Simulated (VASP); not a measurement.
# CoO in VASP: notebook, part 2 of 2

VASP 6.6.1.

### Step 3. Single point, PBEsol, collinear spin, ferromagnetic start

This run uses another cell than the first one, of 9.06 Å³/atom.

Input file INCAR:

```
PREC = Accurate
ENCUT = 520
EDIFF = 1E-6
ISMEAR = -1
SIGMA = 0.05
LREAL = F
LASPH = T
NELM = 150
ALGO = Normal
ISIF = 2
LWAVE = F
LCHARG = F
ISPIN = 2
MAGMOM = 2 0
LORBIT = 11
LMAXMIX = 4
GGA = PS
NBANDS = 18
```

Input file KPOINTS:

```
regular mesh
0
Gamma
  12 12 12
```

Input file POSCAR:

```
CoO
1.0
   -1.4742473784      1.4742473784      2.0841024994
    1.4742473784     -1.4742473784      2.0841024994
    1.4742473784      1.4742473784     -2.0841024994
Co O
1 1
Direct
    0.0000000000      0.0000000000      0.0000000000
    0.5000000000      0.5000000000      0.0000000000
```

Potentials or basis: VASP PAW PBE potentials, release 64 (Co, O).

Started as:

```
> cat potpaw_PBE.64/Co/POTCAR potpaw_PBE.64/O/POTCAR > POTCAR
> mpirun -np 1 vasp_std > vasp.out
```

OUTCAR:

```text
PREC = Accurate
   ENCUT = 520
   EDIFF = 1E-6
   ISMEAR = -1
   LREAL = F
   LASPH = T
   NELM = 150
   ISIF = 2
   ISPIN = 2
   LORBIT = 11
   GGA = PS

 ion  position               nearest neighbor table
   1  0.000  0.000  0.000-   2 2.08   2 2.08   2 2.08   2 2.08   2 2.08   2 2.08
   2  0.500  0.500  0.000-   1 2.08   1 2.08   1 2.08   1 2.08   1 2.08   1 2.08

  LATTYP: Found a body centered tetragonal cell.
 ALAT       =     2.9484947568
 C/A-ratio  =     1.4136721760

  Lattice vectors:

[... 1222 lines left out ...]
  in kB       -9.6139585     -9.6139585     -9.3356149      0.0000000      0.0000000      0.0000000
  external PRESSURE =      -9.5211773 kB  Pullay stress =       0.0000000 kB

 VOLUME and BASIS-vectors are now :
 -----------------------------------------------------------------------------
  energy-cutoff  :      520.00
  volume of cell :       18.12
      direct lattice vectors                 reciprocal lattice vectors
    -1.474247378  1.474247378  2.084102499     0.000000000  0.339156106  0.239911425
     1.474247378 -1.474247378  2.084102499     0.339156106  0.000000000  0.239911425
     1.474247378  1.474247378 -2.084102499     0.339156106  0.339156106  0.000000000

 POSITION                                       TOTAL-FORCE (eV/Angst)
 -----------------------------------------------------------------------------------
      0.00000      0.00000      0.00000         0.000000      0.000000      0.000000
      0.00000      0.00000      2.08410         0.000000      0.000000     -0.000000
 -----------------------------------------------------------------------------------
    total drift:                               -0.000000      0.000000     -0.000000

  FREE ENERGIE OF THE ION-ELECTRON SYSTEM (eV)
  ---------------------------------------------------
  free  energy   TOTEN  =       -14.0044233483 eV

  energy  without entropy=      -13.9695062661  energy(sigma->0) =      -13.98696481

 total charge

# of ion       s       p       d       tot
------------------------------------------
    1        0.315   0.405   7.210   7.929
    2        1.552   3.424   0.000   4.976
--------------------------------------------------
tot          1.867   3.828   7.210  12.905

 magnetization (x)

# of ion       s       p       d       tot
------------------------------------------
    1        0.021   0.019   2.354   2.394
    2        0.031   0.233   0.000   0.263
--------------------------------------------------
tot          0.051   0.252   2.354   2.657
```

OSZICAR:

```text
N       E                     dE             d eps       ncg     rms          rms(c)
DAV:   1     0.761920419452E+02    0.76192E+02   -0.65930E+03 12258   0.975E+02
DAV:   2    -0.116324026035E+02   -0.87824E+02   -0.75917E+02 12468   0.223E+02
DAV:   3    -0.161992905370E+02   -0.45669E+01   -0.44034E+01 13594   0.540E+01
DAV:   4    -0.162452168089E+02   -0.45926E-01   -0.45865E-01 14502   0.517E+00
DAV:   5    -0.162462252983E+02   -0.10085E-02   -0.10083E-02 14352   0.760E-01    0.162E+01
DAV:   6    -0.152023264622E+02    0.10439E+01   -0.14183E+01 14848   0.590E+01    0.180E+01
DAV:   7    -0.140832388271E+02    0.11191E+01   -0.56508E+00 14470   0.440E+01    0.756E+00
DAV:   8    -0.140130716307E+02    0.70167E-01   -0.29812E-01 16718   0.829E+00    0.409E+00
DAV:   9    -0.140070916182E+02    0.59800E-02   -0.85455E-02 18138   0.483E+00    0.128E+00
DAV:  10    -0.140053839355E+02    0.17077E-02   -0.15380E-02 17192   0.206E+00    0.618E-01
DAV:  11    -0.140045468709E+02    0.83706E-03   -0.11955E-02 16576   0.185E+00    0.216E-01
DAV:  12    -0.140044549183E+02    0.91953E-04   -0.10466E-03 14066   0.319E-01    0.576E-02
DAV:  13    -0.140044215002E+02    0.33418E-04   -0.65858E-05 16644   0.915E-02    0.235E-02
DAV:  14    -0.140044228272E+02   -0.13270E-05   -0.15462E-05 17554   0.364E-02    0.248E-02
DAV:  15    -0.140044233483E+02   -0.52113E-06   -0.17529E-06  9090   0.235E-02
   1 F= -.14004423E+02 E0= -.13986965E+02  d E =-.349171E-01  mag=     2.7016
```

stdout:

```text
POSCAR found type information on POSCAR CoO
 POSCAR found :  2 types and       2 ions
 scaLAPACK will be used
 -----------------------------------------------------------------------------
|                                                                             |
|                                                                             |
|     You enforced a specific xc type in the INCAR file but a different       |
|     I HOPE YOU KNOW WHAT YOU ARE DOING!                                     |
|                                                                             |
 -----------------------------------------------------------------------------

 LDA part: xc-table for (Slater+PW92), standard interpolation
 POSCAR, INCAR and KPOINTS ok, starting setup
 FFT: planning ... GRIDC
 FFT: planning ... GRID_SOFT
 FFT: planning ... GRID
 WAVECAR not read
 entering main loop
```

It took 1.8 min on 1 thread of Intel Xeon 8259CL, shared host; peak memory 0.22 GiB.

What came out:

```yaml
Free_energy: -14.0044 eV
Pressure: -1.0 GPa
Net_moment: 2.70 μB per cell
Site_moments: Co +2.39; O +0.26 μB
Valence_electrons_inside_the_program's_atomic_spheres: Co 7.93; O 4.98
```

Caveat: the PAW data sets were made with another functional, which shifts forces and pressure a little; a cell with one magnetic atom can't hold antiferromagnetic order, which such compounds often take; semilocal functionals often make such compounds metallic where correlation or magnetic order opens a gap, which also shifts bond lengths.

### Step 4. Single point, PBEsol+D3(BJ), collinear spin, ferromagnetic start

This run uses another cell than the first one, of 9.58 Å³/atom.

Input file INCAR:

```
ALGO = Normal ; EDIFF = 1E-7
ENCUT = 520 ; GGA = PS
ISIF = 2 ; ISMEAR = -1
ISPIN = 2 ; IVDW = 12
LASPH = True ; LCHARG = False
LMAXMIX = 4 ; LORBIT = 11
LREAL = False ; LWAVE = False
MAGMOM = 2 0 ; NBANDS = 18
NELM = 150 ; PREC = Accurate
SIGMA = 0.05
```

Input file KPOINTS:

```
k-points
0
Gamma
  12 12 12
```

Input file POSCAR:

```
CoO
1.0
   -1.5080000000      1.5080000000      2.1072475377
    1.5080000000     -1.5080000000      2.1072475377
    1.5080000000      1.5080000000     -2.1072475377
Co O
1 1
Direct
    0.0000000000      0.0000000000      0.0000000000
    0.5000000000      0.5000000000      0.0000000000
```

Started as:

```
> cat potpaw_PBE.64/Co/POTCAR potpaw_PBE.64/O/POTCAR > POTCAR
> mpirun -np 1 vasp_std > vasp.out
```

It took 2.7 min on 1 thread of Intel Xeon 8259CL, shared host; peak memory 0.23 GiB.

It converged, with:

* Free energy: -14.3972 eV
* Pressure: 32.2 GPa
* Net moment: 2.92 μB per cell
* Site moments: Co +2.56; O +0.31 μB
* Valence electrons inside the program's atomic spheres: Co 7.82; O 4.95
* Dispersion energy per atom: -0.213 eV

Levels at points of the mesh, in eV from the Fermi level:
Spin up:
```
           k point  band 5  band 6  band 7  band 8  band 9  band 10  band 11  band 12  band 13  band 14
(0.00, 0.00, 0.00)   -3.24   -3.24   -3.18   -3.18   -3.09     0.89    16.60    17.96    17.96    18.00
(0.50, 0.00, 0.00)   -2.42   -2.40   -1.86    0.05    0.13     4.87     9.26    13.14    13.41    20.34
(0.50, 0.50, 0.00)   -4.06   -2.94   -2.40   -2.13   -2.10     5.74     9.62    11.54    15.59    15.79
(0.50, 0.50, 0.50)   -4.01   -2.91   -2.40   -2.14   -2.14     5.74     9.78    11.40    15.54    15.54
```
Spin down:
| k point | band 4 | band 5 | band 6 | band 7 | band 8 | band 9 |
| --- | --- | --- | --- | --- | --- | --- |
| (0.00, 0.00, 0.00) | -2.63 | -1.14 | -1.14 | -1.09 | -0.16 | -0.14 |
| (0.50, 0.00, 0.00) | -4.76 | -0.14 | -0.11 | 0.19 | 2.55 | 2.62 |
| (0.50, 0.50, 0.00) | -3.87 | -2.29 | 0.13 | 0.16 | 0.32 | 0.83 |
| (0.50, 0.50, 0.50) | -3.95 | -2.30 | 0.15 | 0.15 | 0.36 | 0.82 |

Caveat: three body term missing; the cell stands under pressure; the PAW data sets were made with another functional, which shifts forces and pressure a little; a cell with one magnetic atom can't hold antiferromagnetic order, which such compounds often take; semilocal functionals often make such compounds metallic where correlation or magnetic order opens a gap, which also shifts bond lengths.

### Step 5. Single point, PBEsol+D3(BJ), collinear spin, ferromagnetic start

This run uses another cell than the first one, of 9.61 Å³/atom.

Input file INCAR:

```
SYSTEM = CoO
PREC = Accurate
ENCUT = 520
EDIFF = 1E-7
ISMEAR = -1
SIGMA = 0.05
LREAL = .False.
LASPH = .True.
NELM = 150
ALGO = Normal
ISIF = 2
LWAVE = .False.
LCHARG = .True.
ISPIN = 2
MAGMOM = 2 0
LORBIT = 11
LMAXMIX = 4
GGA = PS
IVDW = 12
LELF = .True.
LVHAR = .True.
NBANDS = 18
```

Input file KPOINTS:

```
Automatic mesh
0
Gamma
  12 12 12
  0 0 0
```

Input file POSCAR:

```
CoO
1.0
   -1.5037597311      1.5037597311      2.1247095371
    1.5037597311     -1.5037597311      2.1247095371
    1.5037597311      1.5037597311     -2.1247095371
Co O
1 1
Direct
    0.0000000000      0.0000000000      0.0000000000
    0.5000000000      0.5000000000      0.0000000000
```

Started as:

```
> cat potpaw_PBE.64/Co/POTCAR potpaw_PBE.64/O/POTCAR > POTCAR
> mpirun -np 1 vasp_std > vasp.out
```

Run time: 2.1 min. Hardware: 1 thread of Intel Xeon 8259CL, shared host; peak memory 0.23 GiB.

It converged, with:

```
Free energy                                           : -14.4015 eV
Pressure                                              : -0.8 GPa
Net moment                                            : 2.93 μB per cell
Site moments                                          : Co +2.56; O +0.32 μB
Valence electrons inside the program's atomic spheres : Co 7.81; O 4.95
Dispersion energy per atom                            : -0.217 eV
```

Levels at points of the mesh, in eV from the Fermi level:
Spin up:
```tsv
k point	band 5	band 6	band 7	band 8	band 9	band 10	band 11	band 12	band 13	band 14
(0.00, 0.00, 0.00)	-3.24	-3.24	-3.15	-3.15	-3.15	0.87	16.58	17.95	17.95	17.95
(0.50, 0.00, 0.00)	-2.41	-2.41	-1.86	0.08	0.09	4.86	9.23	13.24	13.26	20.31
(0.50, 0.50, 0.00)	-4.04	-2.93	-2.41	-2.12	-2.12	5.72	9.66	11.48	15.60	15.62
(0.50, 0.50, 0.50)	-4.03	-2.93	-2.41	-2.12	-2.12	5.72	9.67	11.47	15.60	15.60
```
Spin down:
| k point | band 2 | band 3 | band 4 | band 5 | band 6 | band 7 | band 8 | band 9 | band 10 | band 11 |
| --- | --- | --- | --- | --- | --- | --- | --- | --- | --- | --- |
| (0.00, 0.00, 0.00) | -2.64 | -2.63 | -2.63 | -1.12 | -1.12 | -1.11 | -0.14 | -0.14 | 1.43 | 16.53 |
| (0.50, 0.00, 0.00) | -7.74 | -4.76 | -4.76 | -0.12 | -0.12 | 0.19 | 2.57 | 2.58 | 5.17 | 10.05 |
| (0.50, 0.50, 0.00) | -6.54 | -3.91 | -3.91 | -2.28 | 0.15 | 0.15 | 0.33 | 0.82 | 6.56 | 10.16 |
| (0.50, 0.50, 0.50) | -6.54 | -3.91 | -3.91 | -2.28 | 0.15 | 0.15 | 0.34 | 0.82 | 6.56 | 10.17 |

Caveat: the PAW data sets were made with another functional, which shifts forces and pressure a little; a cell with one magnetic atom can't hold antiferromagnetic order, which such compounds often take; semilocal functionals often make such compounds metallic where correlation or magnetic order opens a gap, which also shifts bond lengths. With open d or f shells a metallic result of PBEsol can be an artefact of self-interaction; +U or a hybrid may open a gap.

### Step 6. Single point, PBEsol+D3(BJ), collinear spin, ferromagnetic start

This run uses another cell than the first one, of 9.61 Å³/atom.

Input file INCAR:

```
ALGO = Normal ; EDIFF = 1E-6
ENCUT = 520 ; GGA = PS
ISIF = 2 ; ISMEAR = -1
ISPIN = 2 ; IVDW = 12
LASPH = True ; LCHARG = True
LELF = True ; LMAXMIX = 4
LORBIT = 11 ; LREAL = False
LVHAR = True ; LWAVE = False
MAGMOM = 2 0 ; NBANDS = 18
NELM = 150 ; PREC = Accurate
SIGMA = 0.05
```

Input file KPOINTS:

```
k-points
0
Gamma
  12 12 12
```

Input file POSCAR:

```
CoO
1.0
   -1.5036821582      1.5036821582      2.1245680641
    1.5036821582     -1.5036821582      2.1245680641
    1.5036821582      1.5036821582     -2.1245680641
Co O
1 1
Direct
    0.0000000000      0.0000000000      0.0000000000
    0.5000000000      0.5000000000      0.0000000000
```

Potentials or basis: VASP PAW PBE potentials, release 64 (Co, O).

Started as:

```
> cat potpaw_PBE.64/Co/POTCAR potpaw_PBE.64/O/POTCAR > POTCAR
> mpirun -np 1 vasp_std > vasp.out
```

It took 2.2 min on 1 thread of Intel Xeon 8259CL, shared host; peak memory 0.22 GiB.

It converged, with:

| Quantity | Value |
| --- | --- |
| Free energy | -14.4015 eV |
| Pressure | 0.5 GPa |
| Net moment | 2.93 μB per cell |
| Site moments | Co +2.56; O +0.32 μB |
| Valence electrons inside the program's atomic spheres | Co 7.81; O 4.95 |
| Dispersion energy per atom | -0.217 eV |

Levels at points of the mesh, in eV from the Fermi level:
Spin up:
| k point | band 5 | band 6 | band 7 | band 8 | band 9 | band 10 | band 11 | band 12 | band 13 | band 14 |
| --- | --- | --- | --- | --- | --- | --- | --- | --- | --- | --- |
| (0.00, 0.00, 0.00) | -3.25 | -3.25 | -3.15 | -3.15 | -3.15 | 0.87 | 16.59 | 17.95 | 17.95 | 17.96 |
| (0.50, 0.00, 0.00) | -2.41 | -2.41 | -1.86 | 0.08 | 0.09 | 4.86 | 9.24 | 13.24 | 13.27 | 20.31 |
| (0.50, 0.50, 0.00) | -4.04 | -2.93 | -2.41 | -2.12 | -2.12 | 5.72 | 9.66 | 11.48 | 15.61 | 15.62 |
| (0.50, 0.50, 0.50) | -4.03 | -2.93 | -2.41 | -2.12 | -2.12 | 5.72 | 9.67 | 11.47 | 15.60 | 15.60 |
Spin down:
| k point | band 4 | band 5 | band 6 | band 7 | band 8 | band 9 |
| --- | --- | --- | --- | --- | --- | --- |
| (0.00, 0.00, 0.00) | -2.63 | -1.12 | -1.12 | -1.11 | -0.14 | -0.14 |
| (0.50, 0.00, 0.00) | -4.76 | -0.12 | -0.12 | 0.19 | 2.57 | 2.58 |
| (0.50, 0.50, 0.00) | -3.91 | -2.28 | 0.15 | 0.15 | 0.33 | 0.82 |
| (0.50, 0.50, 0.50) | -3.91 | -2.28 | 0.15 | 0.15 | 0.34 | 0.82 |

Caveat: three body term missing; the PAW data sets were made with another functional, which shifts forces and pressure a little; a cell with one magnetic atom can't hold antiferromagnetic order, which such compounds often take; semilocal functionals often make such compounds metallic where correlation or magnetic order opens a gap, which also shifts bond lengths.

### Step 7. Overview

| level | cell | gap on the mesh (eV) | pressure (GPa) | moment (μB) |
| --- | --- | --- | --- | --- |
| PBEsol+D4 | a = 2.933 Å, angles 120.0, 120.0, 90.0°, 2 atoms | none | -1.0 | 2.60 |
| PBEsol | a = 2.948 Å, angles 120.0, 120.0, 90.0°, 2 atoms | none | -1.0 | 2.70 |
| PBEsol+D3(BJ) | a = 2.998 Å, angles 119.6, 119.6, 90.7°, 2 atoms | none | 32.2 | 2.92 |
| PBEsol+D3(BJ) | a = 3.006 Å, angles 120.0, 120.0, 90.1°, 2 atoms | none | 0.5 | 2.93 |

Alike in all rows: task single point; potentials or basis VASP PAW PBE potentials, release 64 (Co, O); spin collinear, ferromagnetic start; k mesh 12 × 12 × 12; cutoff (eV) 520; smearing fermi-dirac 0.05 eV.

Caveats: the PAW data sets were made with another functional, which shifts forces and pressure a little; a cell with one magnetic atom can't hold antiferromagnetic order, which such compounds often take; semilocal functionals often make such compounds metallic where correlation or magnetic order opens a gap, which also shifts bond lengths; three body term missing (at least some runs); the cell stands under pressure (at least some runs).

Absolute energies hang on the potentials; compare differences alone.
